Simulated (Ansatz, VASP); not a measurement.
Two plane-wave programs on K2S

```
S K
1.0
     0.00000    3.73942    3.73942
     3.73942    0.00000    3.73942
     3.73942    3.73942    0.00000
S K
1 2
Cartesian
  0.0000 0.0000 0.0000
  1.8697 1.8697 1.8697
  5.6091 5.6091 5.6091
```

Alike in both runs: task single point; functional r2SCAN; k mesh 6 × 6 × 6; no spin polarisation.

```csv
,VASP,Ansatz
version,VASP 6.6.1,Ansatz 0.2.0
potentials or method,"VASP PAW PBE potentials, release 64 (S, K_sv)","plane waves, PAW"
plane-wave cutoff (eV),550,500
occupations,"gaussian, width 0.01 eV",fixed
valence electrons in the cell,24,24
```

```tsv
	VASP	Ansatz	Ansatz less VASP
gap on the k mesh at the Fermi level (eV)	2.68	2.68	-0.004
pressure (GPa)	-0.5	-0.6	0.00
```

VASP's potentials were made for PBE, not for r2SCAN.
